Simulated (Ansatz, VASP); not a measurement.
PbS: VASP beside Ansatz

```xyz
2
Lattice="0.0000 3.0710 3.0710 3.0710 0.0000 3.0710 3.0710 3.0710 0.0000" Properties=species:S:1:pos:R:3 pbc="T T T"
Pb    0.0000    0.0000    0.0000
S     3.0710    3.0710    3.0710
```

Alike in both runs: task single point; functional HSE06; k mesh 6 × 6 × 6; occupations gaussian, width 0.01 eV; no spin polarisation.

|  | VASP | Ansatz |
| --- | --- | --- |
| version | VASP 6.6.1 | Ansatz 0.2.0 |
| potentials or method | VASP PAW PBE potentials, release 64 (Pb_d, S), cutoff 400 eV | scalar-relativistic, plane waves, PAW |
| valence electrons in the cell | 20 | 20 |

|  | VASP | Ansatz | Ansatz less VASP |
| --- | --- | --- | --- |
| gap on the k mesh at the Fermi level (eV) | 1.18 | 1.17 | -0.005 |
| least direct gap on the mesh (eV) | 1.18 | 1.17 | -0.005 |
| pressure (GPa) | -4.2 | -4.1 | +0.08 |

The functional is the same, so the differences come from potentials, cutoffs and numerics. Ansatz's warnings: stress exchange threshold loose, stress scf threshold loose.

Neither program's run includes spin-orbit coupling.
